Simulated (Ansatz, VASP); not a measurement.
## Two plane-wave programs on BaTiO3

```xyz
5
Lattice="4.1800 0.0000 0.0000 0.0000 4.1800 0.0000 0.0000 0.0000 4.0193" Properties=species:S:1:pos:R:3 pbc="T T T"
Ba    0.0000    0.0000    0.0000
Ti    2.0900    2.0900    2.0096
O     2.0900    2.0900    0.0000
O     2.0900    0.0000    2.0096
O     0.0000    2.0900    2.0096
```

Change from the starting cell: strain +0.040 along x and y, +0.000 along z, atoms carried along.

Alike in both runs: task single point; functional PBE; k mesh 8 × 8 × 8; occupations gaussian, width 0.05 eV; no spin polarisation.

```csv
,VASP,Ansatz
version,VASP 6.6.1,Ansatz 0.2.0
potentials or method,"VASP PAW PBE potentials, release 64 (Ba_sv, Ti_sv, O), cutoff 520 eV","scalar-relativistic, plane waves, PAW"
valence electrons in the cell,40,40
```

|  | VASP | Ansatz | Ansatz less VASP |
| --- | --- | --- | --- |
| gap on the k mesh at the Fermi level (eV) | 1.50 | 1.55 | +0.051 |
| least direct gap on the mesh (eV) | 1.71 | 1.74 | +0.026 |
| pressure (GPa) | -9.2 | -10.4 | -1.26 |
| traceless stress, the component that is largest in VASP (GPa) | 3.50 | 3.36 | -0.141 |

Neither program's run includes spin-orbit coupling.
